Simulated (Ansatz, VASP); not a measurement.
**Two plane-wave programs on HfO2**

File POSCAR:

```
HfO2
1.0
    0.0000000000      2.5291609861      2.5291609861
    2.6809106453      0.0000000000      2.5291609861
    2.6809106453      2.5291609861      0.0000000000
Hf O
1 2
Direct
    0.0000000000      0.0000000000      0.0000000000
    0.2500000000      0.2500000000      0.2500000000
    0.7500000000      0.7500000000      0.7500000000
```

The input INCAR.step1:

```
  ALGO = Normal
  EDIFF = 1E-4
  ENCUT = 520
  GGA = PE
  ISMEAR = 0
  LASPH = T
  LCHARG = F
  LREAL = F
  LWAVE = T
  NBANDS = 18
  NELM = 80
  PREC = Accurate
  SIGMA = 0.05
```

INCAR.step2

```
  ALGO = Normal
  EDIFF = 1E-6
  ENCUT = 520
  ISIF = 2
  ISMEAR = 0
  ISTART = 1
  LASPH = T
  LCHARG = F
  LMIXTAU = T
  LREAL = F
  LWAVE = F
  METAGGA = R2SCAN
  NBANDS = 18
  NELM = 80
  PREC = Accurate
  SIGMA = 0.05
```

The input KPOINTS:

```
k-points
0
Gamma
  8 8 8
```

Input for Ansatz:

```yaml
crystal:
  lattice:
    - [0.0, 2.5291609861, 2.5291609861]
    - [2.6809106453, 0.0, 2.5291609861]
    - [2.6809106453, 2.5291609861, 0.0]
  atoms:
    - { symbol: Hf, position: [0.0, 0.0, 0.0] }
    - { symbol: O, position: [0.25, 0.25, 0.25] }
    - { symbol: O, position: [0.75, 0.75, 0.75] }
basis:
  ecutwfc: 500
kpoints:
  mp_grid: { grid: [8, 8, 8] }
hamiltonian:
  xc: r2scan
scf:
  occupations: { method: gaussian, width: 0.05 }
output:
  forces: true
  stress: true
  eigenvalues: true
  write_density: true
  write_potential: true
  elf: true
  volumetric_format: npy
```

Change from the starting cell: strain +0.0600 x Voigt [1, 0, 0, 0, 0, 0], atoms carried along.

Alike in both runs: task single point; functional r2SCAN; k mesh 8 × 8 × 8; occupations gaussian, width 0.05 eV; no spin polarisation.

|  | VASP | Ansatz |
| --- | --- | --- |
| version | VASP 6.6.1 | Ansatz 0.2.0 |
| potentials or method | VASP PAW PBE potentials, release 64 (Hf_pv, O), cutoff 520 eV | scalar-relativistic, plane waves, PAW |
| valence electrons in the cell | 22 | 38 |

```tsv
	VASP	Ansatz	Ansatz less VASP
gap on the k mesh at the Fermi level (eV)	3.57	3.58	+0.011
least direct gap on the mesh (eV)	3.76	3.77	+0.007
pressure (GPa)	-17.2	-13.8	+3.39
traceless stress, the component that is largest in VASP (GPa)	-18.25	-17.98	+0.273
```

VASP's potentials were made for PBE, not for r2SCAN. VASP's potentials hold 22 valence electrons a cell and Ansatz's 38, so a difference there can come from the potentials and not from the codes.

Neither program's run includes spin-orbit coupling.
